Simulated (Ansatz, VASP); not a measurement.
## Two plane-wave programs on GaSbTe4

File INCAR:

```
  PREC = Accurate
  ENCUT = 600
  EDIFF = 1E-6
  ISMEAR = 0
  SIGMA = 0.1
  LREAL = F
  LASPH = T
  NELM = 100
  ALGO = Normal
  ISIF = 3
  LWAVE = F
  LCHARG = F
  GGA = PE
  IBRION = 2
  NSW = 100
  EDIFFG = -0.01
```

File KPOINTS:

```
regular mesh
0
Gamma
  8 8 4
```

Contents of POSCAR:

```
GaSbTe4
1.0
    4.7343979182      0.0000000000      0.0000000000
    0.0000000000      4.7343979182      0.0000000000
    0.0000000000      0.0000000000      8.8946718970
Ga Sb Te
1 1 4
Direct
    0.5000000000      0.5000000000      0.5000000000
    0.0000000000      0.0000000000      0.0000000000
    0.5000000000      0.0000000000      0.7562784800
    0.0000000000      0.5000000000      0.2437215200
    0.5000000000      0.0000000000      0.2437215200
    0.0000000000      0.5000000000      0.7562784800
```

Input for Ansatz:

```yaml
crystal:
  lattice:
    - [4.7343979182, 0.0, 0.0]
    - [0.0, 4.7343979182, 0.0]
    - [0.0, 0.0, 8.894671897]
  atoms:
    - { symbol: Ga, position: [0.5, 0.5, 0.5] }
    - { symbol: Sb, position: [0.0, 0.0, 0.0] }
    - { symbol: Te, position: [0.5, 0.0, 0.75627848] }
    - { symbol: Te, position: [0.0, 0.5, 0.24372152] }
    - { symbol: Te, position: [0.5, 0.0, 0.24372152] }
    - { symbol: Te, position: [0.0, 0.5, 0.75627848] }
basis:
  ecutwfc: 420
kpoints:
  mp_grid: { grid: [8, 8, 4] }
hamiltonian:
  xc: pbe
scf:
  occupations: { method: gaussian, width: 0.1 }
output:
  forces: true
  stress: true
  eigenvalues: true
relax:
  adjacent_minimum: "off"
  f_tol: 0.01
  max_steps: 80
  cell: { stress_tol: 0.05 }
```

Change from the starting cell: species swapped into the TlBiF4 type (P4/mmm, No. 123).

Alike in both runs: task relaxation of cell and atoms; functional PBE; k mesh 8 × 8 × 4; occupations gaussian, width 0.1 eV; no spin polarisation.

|  | VASP | Ansatz |
| --- | --- | --- |
| version | VASP 6.6.1 | Ansatz 0.2.0 |
| potentials or method | VASP PAW PBE potentials, release 64 (Ga_d, Sb, Te), cutoff 600 eV | scalar-relativistic, plane waves, PAW |
| valence electrons in the cell | 42 | 92 |

VASP gave:

```
gap on the k mesh at the Fermi level, each at its own relaxed structure (eV) : none
relaxed volume (Å³/atom)                                                     : 33.51
relaxed cell length with the largest relative difference (Å)                 : 9.069
```

**Question.** Estimate Ansatz's values.

**Answer.** gap on the k mesh at the Fermi level, each at its own relaxed structure (eV): none; relaxed volume (Å³/atom): 33.53; relaxed cell length with the largest relative difference (Å): 9.073.

A gap of «none» marks a metal or a gap that the smearing closes. VASP's potentials hold 42 valence electrons a cell and Ansatz's 92, so a difference there can come from the potentials and not from the codes.

Spin-orbit coupling is off throughout.
